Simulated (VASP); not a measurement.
Here is a VASP 6.6.1 calculation.

POSCAR

```
Cu
1.0
    1.7501146724      1.7501146724      0.0000000000
   -1.7501146724      1.7501146724      0.0000000000
    0.0000000000      0.0000000000      3.7912619649
Cu
2
Direct
    0.0000000000      0.0000000000      0.0000000000
    0.5000000000      0.5000000000      0.5000000000
```

Contents of INCAR.step1:

```
SYSTEM = Cu
ALGO = Normal
EDIFF = 1E-4
ENCUT = 520
GGA = PE
ISMEAR = 0
LASPH = .TRUE.
LCHARG = .FALSE.
LREAL = .FALSE.
LWAVE = .TRUE.
NBANDS = 18
NELM = 100
PREC = Accurate
SIGMA = 0.1
```

The input INCAR.step2:

```
SYSTEM = Cu
ALGO = Normal
EDIFF = 1E-6
ENCUT = 520
ISIF = 2
ISMEAR = 0
ISTART = 1
LASPH = .TRUE.
LCHARG = .TRUE.
LELF = .TRUE.
LMIXTAU = .TRUE.
LREAL = .FALSE.
LVHAR = .TRUE.
LWAVE = .FALSE.
METAGGA = R2SCAN
NBANDS = 18
NELM = 100
PREC = Accurate
SIGMA = 0.1
```

The input KPOINTS:

```
k-points
0
G
  20 20 14
  0 0 0
```

Potentials or basis: VASP PAW PBE potentials, release 64 (Cu).

Command:

```console
$ cat potpaw_PBE.64/Cu/POTCAR > POTCAR
$ cp INCAR.step1 INCAR
$ mpirun -np 1 vasp_std > vasp.out
$ cp INCAR.step2 INCAR
$ mpirun -np 1 vasp_std > vasp.out
```

Task: What does it give for the band gap on the k mesh?

Result: Zero (band 11 reaches 14.25 eV, above the bottom of band 12 at 5.64 eV).

Task: Estimate the pressure.

Result: -1.5 GPa.

Stress tensor (GPa, compression positive):
```
 0.57  0.00  0.00
 0.00  0.57  0.00
 0.00  0.00 -5.65
```

Caveat: the cell differs from its parent crystal (uniaxial strain along c: +6.0 %, then relaxed in part); the PAW data sets were made with another functional, which shifts forces and pressure a little.
